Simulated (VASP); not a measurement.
# Cd (Fd-3m) in VASP: a series of runs, part 2 of 2

VASP 6.6.1. The steps go on from the part before.

## (3) Single point, LDA

This run uses another cell than the first one, of 32.10 Å³/atom.

File INCAR:

```
PREC     = Accurate       # precision mode
ENCUT    = 630            # plane-wave cutoff, eV
EDIFF    = 1E-6           # SCF threshold, eV
ISMEAR   = 0              # smearing method
SIGMA    = 0.1            # smearing width, eV
LREAL    = False          # projectors in reciprocal space
LASPH    = True           # aspherical terms in the spheres
NELM     = 120            # most SCF steps
ALGO     = Normal         # electronic algorithm
ISIF     = 2              # what is computed and relaxed
LWAVE    = False          # write WAVECAR
LCHARG   = False          # write CHGCAR
GGA      = CA             # functional
NBANDS   = 27             # bands
GGA_COMPAT= False
```

File KPOINTS:

```
Automatic mesh
0
Gamma
  6 6 6
```

File POSCAR:

```
Cd
1.0
    0.0000000000      3.1781379595      3.1781379595
    3.1781379595      0.0000000000      3.1781379595
    3.1781379595      3.1781379595      0.0000000000
Cd
2
Direct
    0.0000000000      0.0000000000      0.0000000000
    0.2500000000      0.2500000000      0.2500000000
```

Potentials or basis: VASP PAW LDA potentials, release 64 (Cd_sv_GW).

Command:

```
> cat potpaw_LDA.64/Cd_sv_GW/POTCAR > POTCAR
> mpirun -np 1 vasp_std > vasp.out
```

OUTCAR:

```text
PREC = Accurate
   ENCUT = 630
   EDIFF = 1E-6
   ISMEAR = 0
   LREAL = False
   LASPH = True
   NELM = 120
   ISIF = 2
   GGA = CA

 ion  position               nearest neighbor table
   1  0.000  0.000  0.000-
   2  0.250  0.250  0.250-

  LATTYP: Found a face centered cubic cell.
 ALAT       =     6.3562759190

  Lattice vectors:

 A1 = (   0.0000000000,   3.1781379595,   3.1781379595)
 A2 = (   3.1781379595,   0.0000000000,   3.1781379595)
 A3 = (   3.1781379595,   3.1781379595,   0.0000000000)

Analysis of symmetry for initial positions (statically):
=====================================================================
 Subroutine PRICEL returns:
 Original cell was already a primitive cell.

 Routine SETGRP: Setting up the symmetry group for a
 face centered cubic supercell.

 Subroutine GETGRP returns: Found 48 space group operations
 (whereof 24 operations were pure point group operations)
 out of a pool of 48 trial point group operations.

The static configuration has the point symmetry T_d .
 The point group associated with its full space group is O_h .

Analysis of symmetry for dynamics (positions and initial velocities):
=====================================================================
 Subroutine PRICEL returns:
 Original cell was already a primitive cell.

 Routine SETGRP: Setting up the symmetry group for a
 face centered cubic supercell.

 Subroutine GETGRP returns: Found 48 space group operations
 (whereof 24 operations were pure point group operations)
 out of a pool of 48 trial point group operations.

The dynamic configuration has the point symmetry T_d .
 The point group associated with its full space group is O_h .

 Subroutine INISYM returns: Found 48 space group operations
 (whereof 24 operations are pure point group operations),
 and found     1 'primitive' translations

----------------------------------------------------------------------------------------

                                     Primitive cell

  volume of cell :      64.2020

  direct lattice vectors                    reciprocal lattice vectors
     0.000000000  3.178137959  3.178137959    -0.157324826  0.157324826  0.157324826
     3.178137959  0.000000000  3.178137959     0.157324826 -0.157324826  0.157324826
     3.178137959  3.178137959  0.000000000     0.157324826  0.157324826 -0.157324826

  length of vectors
     4.494565805  4.494565805  4.494565805     0.272494591  0.272494591  0.272494591

  position of ions in fractional coordinates (direct lattice)
     0.000000000  0.000000000  0.000000000
     0.250000000  0.250000000  0.250000000

  ion indices of the primitive-cell ions
   primitive index   ion index
                 1           1
                 2           2

----------------------------------------------------------------------------------------

 KPOINTS: Automatic mesh

Automatic generation of k-mesh.
 Grid dimensions read from file:
 generate k-points for:    6    6    6

 Generating k-lattice:

  Cartesian coordinates                     Fractional coordinates (reciprocal lattice)
    -0.026220804  0.026220804  0.026220804     0.166666667  0.000000000  0.000000000
     0.026220804 -0.026220804  0.026220804     0.000000000  0.166666667  0.000000000
     0.026220804  0.026220804 -0.026220804     0.000000000  0.000000000  0.166666667

  Length of vectors
     0.045415765  0.045415765  0.045415765

  Shift w.r.t. Gamma in fractional coordinates (k-lattice)
     0.000000000  0.000000000  0.000000000

 Subroutine IBZKPT returns following result:
 ===========================================

 Found     16 irreducible k-points:

 Following reciprocal coordinates:
            Coordinates               Weight
  0.000000  0.000000  0.000000      1.000000
  0.166667  0.000000  0.000000      8.000000
  0.333333  0.000000  0.000000      8.000000
  0.500000  0.000000  0.000000      4.000000
  0.166667  0.166667  0.000000      6.000000
  0.333333  0.166667  0.000000     24.000000
[... 8 lines left out ...]
 -0.333333  0.333333  0.166667     24.000000
 -0.333333  0.500000  0.166667     12.000000
   k-points           NKPTS =     16   k-points in BZ     NKDIM =     16   number of bands    NBANDS=     27
   number of dos      NEDOS =    301   number of ions     NIONS =      2
   total plane-waves  NPLWV =  64000
   dimension x,y,z NGX =    40 NGY =   40 NGZ =   40
   dimension x,y,z NGXF=    80 NGYF=   80 NGZF=   80
   ions per type =               2
   NGX,Y,Z   is equivalent  to a cutoff of  14.80, 14.80, 14.80 a.u.
   NGXF,Y,Z  is equivalent  to a cutoff of  29.59, 29.59, 29.59 a.u.
 SYSTEM =  unknown system
   PREC   = accura    normal or accurate (medium, high low for compatibility)
   ISTART =      0    job   : 0-new  1-cont  2-samecut
   ICHARG =      2    charge: 1-file 2-atom 10-const
   ISPIN  =      1    spin polarized calculation?
   LNONCOLLINEAR =      F non collinear calculations
   LSORBIT =      F    spin-orbit coupling
   LASPH  =      T    aspherical Exc in radial PAW
   ENCUT  =  630.0 eV  46.30 Ry    6.80 a.u.   9.20  9.20  9.20*2*pi/ulx,y,z
   NELM   =    120;   NELMIN=  2; NELMDL= -5     # of ELM steps
   EDIFF  = 0.1E-05   stopping-criterion for ELM
   LREAL  =      F    real-space projection
   EDIFFG = 0.1E-04   stopping-criterion for IOM
   NSW    =      0    number of steps for IOM
   IBRION =     -1    ionic relax: 0-MD 1-quasi-New 2-CG
   NFREE  =      0    steps in history (QN), initial steepest desc. (CG)
   ISIF   =      2    stress and relaxation
   ISYM   =      2    0-nonsym 1-usesym 2-fastsym
   POTIM  = 0.5000    time-step for ionic-motion
   TEBEG  =    0.0;   TEEND  =   0.0 temperature during run
   PSTRESS=    0.0 pullay stress
   NELECT =      40.0000    total number of electrons
   NUPDOWN=      -1.0000    fix difference up-down
   EMIN   =  10.00;   EMAX   =-10.00  energy-range for DOS
   EFERMI =   0.00;   METHOD = LEGACY
   ISMEAR =     0;   SIGMA  =   0.10  broadening in eV -4-tet -1-fermi 0-gaus
   EFERMI_NEDOS =   21; number of points for ismear=-14 and -15
   IALGO  =     38    algorithm
   IMIX   =      4    mixing-type and parameters
     AMIX     =   0.40;   BMIX     =  1.00
     AMIX_MAG =   1.60;   BMIX_MAG =  1.00
  volume/ion in A,a.u.               =      32.10       216.63
  Fermi-wavevector in a.u.,A,eV,Ry     =   1.398230  2.642272 26.600048  1.955048
  Thomas-Fermi vector in A             =   2.521409
   LORBIT       =      0    0 simple, 1 ext, 2 COOP (PROOUT), +10 PAW based schemes
   GGA     = CA    functional components
   LHFCALC =     F    Hartree Fock is set to
   AEXX    =    0.0000 exact exchange contribution
   IVDW    =     0    specifies the selected vdW correction
   LEPSILON=     F    determine dielectric tensor
   LRPA    =     F    only Hartree local field effects (RPA)
 non-spin polarized calculation
 Gauss-broadening in eV      SIGMA  =   0.10
  energy-cutoff  :      630.00
  volume of cell :       64.20
 maximum number of plane-waves:      2332
 NGX is ok and might be reduce to    40
   NGX = 19   NGY = 19   NGZ = 19

 number of electron      39.9999996 magnetization

 Free energy of the ion-electron system (eV)
  ---------------------------------------------------
  ext. energy  EPLUGINS =         0.00000000
  ---------------------------------------------------
  free energy    TOTEN  =        -2.02079840 eV

  energy without entropy =       -2.01104596  energy(sigma->0) =       -2.01592218

 E-fermi :   2.7403     XC(G=0):  -9.3410

 val. band max:        2.7171371753   @ k =   0.3333   0.1667   0.0000
 cond. band min:       2.8608696492   @ k =  -0.3333   0.5000   0.1667
 fundamental gap:      0.1437324740
 Fermi energy:         2.7403110677

 k-point     1 :       0.0000    0.0000    0.0000
  band No.  band energies     occupation
      1     -99.5815      2.00000
      2     -99.5672      2.00000
      3     -60.9714      2.00000
      4     -60.9714      2.00000
      5     -60.9714      2.00000
      6     -60.9173      2.00000
[... 19 lines left out ...]
     26       8.7286      0.00000
     27      10.1510      0.00000
[... 421 lines left out ...]
 k-point    16 :      -0.3333    0.5000    0.1667
  band No.  band energies     occupation
      1     -99.5743      2.00000
      2     -99.5743      2.00000
      3     -60.9796      2.00000
      4     -60.9796      2.00000
      5     -60.9445      2.00000
      6     -60.9445      2.00000
[... 19 lines left out ...]
     26      12.1767      0.00000
     27      16.4486      0.00000

------------------------ aborting loop because EDIFF is reached ----------------------------------------

  FORCE on cell =-STRESS in cart. coord.  units (eV):
  Direction    XX          YY          ZZ          XY          YZ          ZX
  --------------------------------------------------------------------------------------
  -------------------------------------------------------------------------------------
  Total       -0.0350955     -0.0350955     -0.0350955      0.0000000      0.0000000      0.0000000
  in kB       -0.8758167     -0.8758167     -0.8758167      0.0000000      0.0000000      0.0000000
  external PRESSURE =      -0.8758167 kB  Pullay stress =       0.0000000 kB

 VOLUME and BASIS-vectors are now :
 -----------------------------------------------------------------------------
  energy-cutoff  :      630.00
  volume of cell :       64.20
      direct lattice vectors                 reciprocal lattice vectors
     0.000000000  3.178137959  3.178137959    -0.157324826  0.157324826  0.157324826
     3.178137959  0.000000000  3.178137959     0.157324826 -0.157324826  0.157324826
     3.178137959  3.178137959  0.000000000     0.157324826  0.157324826 -0.157324826

 POSITION                                       TOTAL-FORCE (eV/Angst)
 -----------------------------------------------------------------------------------
      0.00000      0.00000      0.00000        -0.000000     -0.000000     -0.000000
      1.58907      1.58907      1.58907         0.000000      0.000000      0.000000
 -----------------------------------------------------------------------------------
    total drift:                               -0.000000     -0.000000      0.000000

  FREE ENERGIE OF THE ION-ELECTRON SYSTEM (eV)
  ---------------------------------------------------
  free  energy   TOTEN  =        -2.0207983990 eV

  energy  without entropy=       -2.0110459588  energy(sigma->0) =       -2.01592218
```

Wall time 18 s (1 thread of Intel Xeon 6975P-C (Granite Rapids), shared host); peak memory 0.2 GiB.

Results:

```yaml
Free_energy: -2.0208 eV
Pressure: -0.1 GPa
Band_gap_on_the_k_mesh: zero (bands 20 and 21 overlap by 5.49 eV)
```

Levels at points of the mesh, in eV from the Fermi level:
```csv
k point,band 16,band 17,band 18,band 19,band 20,band 21,band 22,band 23,band 24,band 25
"(0.00, 0.00, 0.00)",-8.43,-8.19,-8.19,-7.01,4.85,4.85,4.85,5.95,5.99,5.99
"(0.50, 0.00, 0.00)",-8.45,-8.17,-8.17,-4.48,-2.83,2.98,2.98,5.05,6.79,6.79
"(0.50, 0.50, 0.00)",-8.55,-8.11,-8.11,-3.04,-3.04,0.91,0.91,4.02,4.02,12.78
```

## (4) Single point, LDA

This run uses another cell than the first one, of 23.34 Å³/atom.

File INCAR:

```
SYSTEM = Cd
PREC = Accurate ; ENCUT = 630
EDIFF = 1E-6 ; ISMEAR = 0
SIGMA = 0.1 ; LREAL = .False.
LASPH = .True. ; NELM = 120
ALGO = Normal ; ISIF = 2
LWAVE = .False. ; LCHARG = .True.
LELF = .True. ; LVHAR = .True.
NBANDS = 27 ; GGA_COMPAT = .False.
```

File KPOINTS:

```
regular mesh
0
Gamma
  6 6 6
  0 0 0
```

File POSCAR:

```
Cd
1.0
    0.0000000000      2.8578798667      2.8578798667
    2.8578798667      0.0000000000      2.8578798667
    2.8578798667      2.8578798667      0.0000000000
Cd
2
Direct
    0.0000000000      0.0000000000      0.0000000000
    0.2500000000      0.2500000000      0.2500000000
```

Command:

```
> cat potpaw_LDA.64/Cd_sv_GW/POTCAR > POTCAR
> mpirun -np 1 vasp_std > vasp.out
```

It took 35 s on 1 thread of Intel Xeon Platinum 8375C at 2.90GHz (Ice Lake), shared host; peak memory 0.18 GiB.

The run converged. Its results:

| Property | Result |
| --- | --- |
| Free energy | -1.2371 eV |
| Pressure | 20.1 GPa |
| Band gap on the k mesh | zero (bands 20 and 21 overlap by 7.82 eV) |

Levels at points of the mesh, in eV from the Fermi level:
| k point | band 18 | band 19 | band 20 | band 21 | band 22 | band 23 |
| --- | --- | --- | --- | --- | --- | --- |
| (0.00, 0.00, 0.00) | -8.19 | -8.19 | 6.76 | 6.76 | 6.76 | 7.58 |
| (0.50, 0.00, 0.00) | -8.20 | -4.67 | -3.72 | 4.01 | 4.01 | 7.75 |
| (0.50, 0.50, 0.00) | -8.08 | -3.16 | -3.16 | 0.96 | 0.96 | 5.14 |

Caveat: the cell stands under pressure.

## (5) Summary

| cell | gap on the mesh (eV) | pressure (GPa) |
| --- | --- | --- |
| a = 3.946 Å, angles 60.0°, 2 atoms | none | 30.2 |
| a = 4.495 Å, angles 60.0°, 2 atoms | none | -0.1 |
| a = 4.042 Å, angles 60.0°, 2 atoms | none | 20.1 |

Alike in all rows: task single point; level LDA; potentials or basis VASP PAW LDA potentials, release 64 (Cd_sv_GW); no spin polarisation; k mesh 6 × 6 × 6; cutoff (eV) 630; smearing gaussian 0.1 eV.

Caveats: the cell stands under pressure (at least some runs).

Total energies depend on the potentials used, so only differences within one code and one set of settings carry meaning.

The gap in the log of VASP goes by the Fermi energy; the results here count the filled bands.